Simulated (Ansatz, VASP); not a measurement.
Tc in VASP and in Ansatz

File INCAR:

```
SYSTEM = Tc
  PREC = Accurate
  ENCUT = 520
  EDIFF = 1E-8
  ISMEAR = -1
  SIGMA = 0.03
  LREAL = .FALSE.
  LASPH = .TRUE.
  NELM = 80
  ALGO = Normal
  ISIF = 2
  LWAVE = .FALSE.
  LCHARG = .FALSE.
  GGA = PS
  LEFG = .TRUE.
  NBANDS = 12
```

The input KPOINTS:

```
regular mesh
0
G
  18 18 18
  0 0 0
```

File POSCAR:

```
Tc
1.0
    0.0000000000      1.9110000000      1.9500000000
    1.9110000000      0.0000000000      1.9500000000
    1.9110000000      1.9110000000      0.0000000000
Tc
1
Direct
    0.0000000000      0.0000000000      0.0000000000
```

Input for Ansatz:

```yaml
crystal:
  lattice:
    - [0.0, 1.911, 1.95]
    - [1.911, 0.0, 1.95]
    - [1.911, 1.911, 0.0]
  atoms:
    - { symbol: Tc, position: [0.0, 0.0, 0.0] }
kpoints:
  mp_grid: { grid: [18, 18, 18] }
scf:
  occupations: { method: fermi_dirac, width: 0.03 }
hamiltonian:
  xc: pbesol
  pseudopotentials: { kind: all_electron, datasets: crystal }
output:
  forces: true
  stress: true
  eigenvalues: true
  efg: { contact_densities: true }
```

Change from the starting cell: equal xx and yy strain of -2 %, crystal datasets.

Alike in both runs: task electric field gradients; functional PBEsol; k mesh 18 × 18 × 18; occupations fermi-dirac, width 0.03 eV; no spin polarisation.

|  | VASP | Ansatz |
| --- | --- | --- |
| version | VASP 6.6.1 | Ansatz 0.2.0 |
| potentials or method | VASP PAW PBE potentials, release 64 (Tc_pv), cutoff 520 eV | all-electron PAW with datasets made for the crystal, scalar-relativistic |

VASP gave:

- pressure (GPa): -4.4
- traceless stress, the component that is largest in VASP (GPa): -3.14
- size of Vzz on the site where it differs most (V/Å²): 3.2

Problem. What did Ansatz give for the same quantities?

Solution. Pressure (GPa): -3.8; traceless stress, the component that is largest in VASP (GPa): -3.15; size of Vzz on the site where it differs most (V/Å²): 3.3.

VASP's potentials were made for PBE, not for PBEsol. Ansatz ran all-electron here, and VASP with PAW potentials.
